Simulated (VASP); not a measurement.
Runs of VASP 6.6.1 on Se. The structure is that of space group Im-3m (No. 229), or close to it. The cells are those of the table. 

| cell | gap on the mesh (eV) | pressure (GPa) |
| --- | --- | --- |
| a = 2.365 Å, angles 109.5°, 1 atom | none | 235.7 |
| a = 2.621 Å, angles 109.5°, 1 atom | none | 66.4 |
| a = 2.980 Å, angles 109.5°, 1 atom | none | (b) |
| a = 2.743 Å, angles 109.5°, 1 atom | none | 31.4 |
| a = 2.249 Å, angles 109.5°, 1 atom | none | 391.9 |
| a = 2.856 Å, angles 109.5°, 1 atom | none | (a) |

Alike in all rows: task single point; level PBE; potentials or basis VASP PAW PBE potentials, release 64 (Se); no spin polarisation; k mesh 17 × 17 × 17; cutoff (eV) 520; smearing fermi-dirac 0.08 eV.

Q: Estimate the missing entries.

A: (a) 12.3; (b) 0.0.

A k mesh can miss the band edges, and the runs leave out spin-orbit coupling on Se.

A gap of «none» marks levels without a gap at the run's occupations.
